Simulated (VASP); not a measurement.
A run of VASP 6.6.1 is set up as follows.

INCAR

```
ALGO = Normal
EDIFF = 1E-7
EFERMI = MIDGAP
ENCUT = 640
GGA = PS
GGA_COMPAT = F
ISMEAR = 0
KPAR = 2
LASPH = T
LCHARG = F
LREAL = F
LWAVE = F
NBANDS = 54
NELM = 120
PREC = Accurate
SIGMA = 0.03
```

KPOINTS

```
Automatic mesh
0
Gamma
  7 7 7
  0 0 0
```

File KPOINTS_OPT:

```
path GLB1,BZGX,QFP1Z,LP
32
line-mode
reciprocal
 0.0000000000  0.0000000000  0.0000000000  G
 0.5000000000  0.0000000000  0.0000000000  L

 0.5000000000  0.0000000000  0.0000000000  L
 0.5000000000  0.2337604794 -0.2337604794  B1

 0.7662395206  0.5000000000  0.2337604794  B
 0.5000000000  0.5000000000  0.5000000000  Z

 0.5000000000  0.5000000000  0.5000000000  Z
 0.0000000000  0.0000000000  0.0000000000  G

 0.0000000000  0.0000000000  0.0000000000  G
 0.3668802397  0.0000000000 -0.3668802397  X

 0.6331197603  0.3668802397  0.0000000000  Q
 0.5000000000  0.5000000000  0.0000000000  F

 0.5000000000  0.5000000000  0.0000000000  F
 0.6331197603  0.6331197603  0.2337604794  P1

 0.6331197603  0.6331197603  0.2337604794  P1
 0.5000000000  0.5000000000  0.5000000000  Z

 0.5000000000  0.0000000000  0.0000000000  L
 0.7662395206  0.3668802397  0.3668802397  P
```

Contents of POSCAR:

```
Al2O3
1.0
    2.3802500000      1.3742379782      4.3318666667
   -2.3802500000      1.3742379782      4.3318666667
    0.0000000000     -2.7484759565      4.3318666667
Al O
4 6
Direct
    0.8521600000      0.8521600000      0.8521600000
    0.6478400000      0.6478400000      0.6478400000
    0.1478400000      0.1478400000      0.1478400000
    0.3521600000      0.3521600000      0.3521600000
    0.0566800000      0.7500000000      0.4433200000
    0.7500000000      0.4433200000      0.0566800000
    0.4433200000      0.0566800000      0.7500000000
    0.9433200000      0.2500000000      0.5566800000
    0.2500000000      0.5566800000      0.9433200000
    0.5566800000      0.9433200000      0.2500000000
```

Potentials or basis: VASP PAW PBE potentials, release 64 (Al, O).

The run is started by

```sh
$ cat potpaw_PBE.64/Al/POTCAR potpaw_PBE.64/O/POTCAR > POTCAR
$ mpirun -np 2 vasp_std > vasp.out
```

Question: Estimate the band gap along the path.

Answer: 6.12 eV.

Question: Estimate the band gap on the k mesh.

Answer: 6.12 eV.

Stress tensor (GPa, compression positive):
```
1.64 0.00 0.00
0.00 1.64 0.00
0.00 0.00 0.93
```

Caveat: the PAW data sets were made with another functional, which shifts forces and pressure a little.
